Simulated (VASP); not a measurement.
Crystal: NaCl.

```
Cl Na
1.0
     3.50219    0.00000    0.00000
     0.00000    3.50219    0.00000
     0.00000    0.00000    3.50219
Cl Na
1 1
Direct
  0.50000 0.50000 0.50000
  0.00000 0.00000 0.00000
```

* Program: VASP 6.6.1
* Task: relaxation of cell and atoms
* Functional: revPBE
* Dispersion: D3(BJ)
* Potentials or basis: VASP PAW PBE potentials, release 64 (Cl, Na_pv)
* Cutoff: 600 eV
* k mesh: 8 × 8 × 8
* Occupations: fermi-dirac, width 0.05 eV
* Spin: no spin polarisation

At the start: pressure -1.5 GPa; volume 21.48 Å³/atom.

Question: How do energy, volume and symmetry change on relaxing?

Answer: Over 3 steps the energy falls by 5.8 meV/atom and the volume is 20.33 Å³/atom (-5.3 %); space group Pm-3m (No. 221, to 0.1 Å) before and after.

Step by step:
```tsv
step	energy change (eV)	largest force (eV/Å)	pressure (GPa)	volume (Å³)
1	0.0000	0.0000	-1.48	42.96
2	-0.0087	0.0000	-0.78	41.74
3	-0.0116	0.0000	-0.07	40.66
```

Final structure:
```yaml
crystal:
  lattice:
    - [3.43863, 0.00000, 0.00000]
    - [0.00000, 3.43863, 0.00000]
    - [0.00000, 0.00000, 3.43863]
  atoms:
    - { symbol: Cl, position: [0.50000, 0.50000, 0.50000] }
    - { symbol: Na, position: [0.00000, 0.00000, 0.00000] }
```

Caveat: the PAW data sets were made with another functional, which shifts forces and pressure a little.
